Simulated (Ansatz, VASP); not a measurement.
**H3C: VASP beside Ansatz**

```
CELL_PARAMETERS angstrom
5.47220 0.00000 0.00000
-1.82407 5.15924 0.00000
0.00000 0.00000 22.84083
ATOMIC_POSITIONS crystal
C 0.92028 0.58008 0.61554
H 0.80818 0.69221 0.63798
H 0.84077 0.37715 0.63408
H 0.12323 0.65953 0.63409
```

Alike in both runs: task single point; functional PBE; dispersion D3(BJ); k mesh 4 × 4 × 1; occupations gaussian, width 0.1 eV; collinear spin.

|  | VASP | Ansatz |
| --- | --- | --- |
| version | VASP 6.6.1 | Ansatz 0.2.0 |
| potentials or method | VASP PAW PBE potentials, release 64 (C, H), cutoff 520 eV | scalar-relativistic, plane waves, PAW |
| valence electrons in the cell | 7 | 7 |

Ansatz gave:

```
gap on the k mesh at the Fermi level (eV)                     : 2.71
rms of the force components (eV/Å)                            : 1.267
net moment per atom (μB)                                      : 0.25
size of the moment on the site where the two differ most (μB) : 0.19
```

Question: Estimate VASP's values.

Answer: gap on the k mesh at the Fermi level (eV): 2.74; rms of the force components (eV/Å): 1.259; net moment per atom (μB): 0.25; size of the moment on the site where the two differ most (μB): 0.48.

Site moments also hang on the region over which each program counts them. Atom by atom the forces differ by 0.012 eV/Å (rms over components).
